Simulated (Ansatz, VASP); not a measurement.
Mg in VASP and in Ansatz

```
Mg
1.0
     3.11232    0.00000    0.00000
    -1.55616    2.69534    0.00000
     0.00000    0.00000   11.42268
Mg
4
Direct
  0.00000 0.00000 0.00000
  0.33333 0.66667 0.25000
  0.00000 0.00000 0.50000
  0.66667 0.33333 0.75000
```

Alike in both runs: task single point; functional PBEsol; k mesh 15 × 15 × 4; occupations gaussian, width 0.1 eV; no spin polarisation.

|  | VASP | Ansatz |
| --- | --- | --- |
| version | VASP 6.6.1 | Ansatz 0.2.0 |
| potentials or method | VASP PAW PBE potentials, release 64 (Mg), cutoff 520 eV | scalar-relativistic, plane waves, PAW |
| valence electrons in the cell | 8 | 40 |

|  | VASP | Ansatz | Ansatz less VASP |
| --- | --- | --- | --- |
| gap on the k mesh at the Fermi level (eV) | none | none | - |
| pressure (GPa) | -1.4 | -1.3 | +0.05 |
| traceless stress, the component that is largest in VASP (GPa) | -2.94 | -2.92 | +0.018 |

VASP's potentials were made for PBE, not for PBEsol. A gap of «none» marks a metal or a gap that the smearing closes. The functional is the same, so the differences come from potentials, cutoffs and numerics. VASP's potentials hold 8 valence electrons a cell and Ansatz's 40, so a difference there can come from the potentials and not from the codes.
